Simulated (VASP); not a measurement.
Write the native input for VASP 6.6.1 that does the following.

```yaml
Task: single point
Functional: PBEsol
Potentials_or_basis: VASP PAW PBE potentials, release 64 (Cu, O)
Cutoff: 520 eV
k_mesh: 9 × 9 × 5
Occupations: fermi-dirac, width 0.05 eV
Spin: no spin polarisation
Hubbard_terms: Cu d U = 5.0 eV
Dipole_correction: no
Further_INCAR_settings: ALGO = Normal; EDIFF = 1e-06; NBANDS = 25
```

The structure of CuO lies in POSCAR:

```
CuO
1.0
    2.0483878599     -2.0688671498      0.0000000000
    2.0483878599      2.0688671498      0.0000000000
    0.0000000000      0.0000000000      5.1163254480
Cu O
2 2
Direct
    0.5000000000      0.0000000000      0.0000000000
    0.0000000000      0.5000000000      0.5000000000
    0.5000000000      0.5000000000      0.2500000000
    0.5000000000      0.5000000000      0.7500000000
```

The input as run:

INCAR

```
ALGO     = Normal         # electronic algorithm
EDIFF    = 1E-6           # SCF threshold, eV
ENCUT    = 520            # plane-wave cutoff, eV
GGA      = PS             # functional
ISIF     = 2              # what is computed and relaxed
ISMEAR   = -1             # smearing method
LASPH    = True           # aspherical terms in the spheres
LCHARG   = False          # write CHGCAR
LDAU     = True           # DFT+U
LDAUJ    = 0 0          
LDAUL    = 2 -1           # shell
LDAUPRINT= 1            
LDAUTYPE = 2            
LDAUU    = 5 0            # U, eV
LMAXMIX  = 4              # l up to which the mixer works
LREAL    = False          # projectors in reciprocal space
LWAVE    = False          # write WAVECAR
NBANDS   = 25             # bands
NELM     = 150            # most SCF steps
PREC     = Accurate       # precision mode
SIGMA    = 0.05           # smearing width, eV
```

KPOINTS

```
k-points
0
Gamma
  9 9 5
```

Potentials or basis: VASP PAW PBE potentials, release 64 (Cu, O).

Command:

```console
$ cat potpaw_PBE.64/Cu/POTCAR potpaw_PBE.64/O/POTCAR > POTCAR
$ mpirun -np 1 vasp_std > vasp.out
```

Results of the run:

The pressure is -5.2 GPa. The band gap on the k mesh is zero (bands 17 and 18 overlap by 1.02 eV).

Caveat: the cell stands under tension; the PAW data sets were made with another functional, which shifts forces and pressure a little; U without spin polarisation on a metal has little footing.

Run time: 120 s on 1 thread of Intel Xeon 8259CL, on a shared host, peak memory 0.2 GiB.
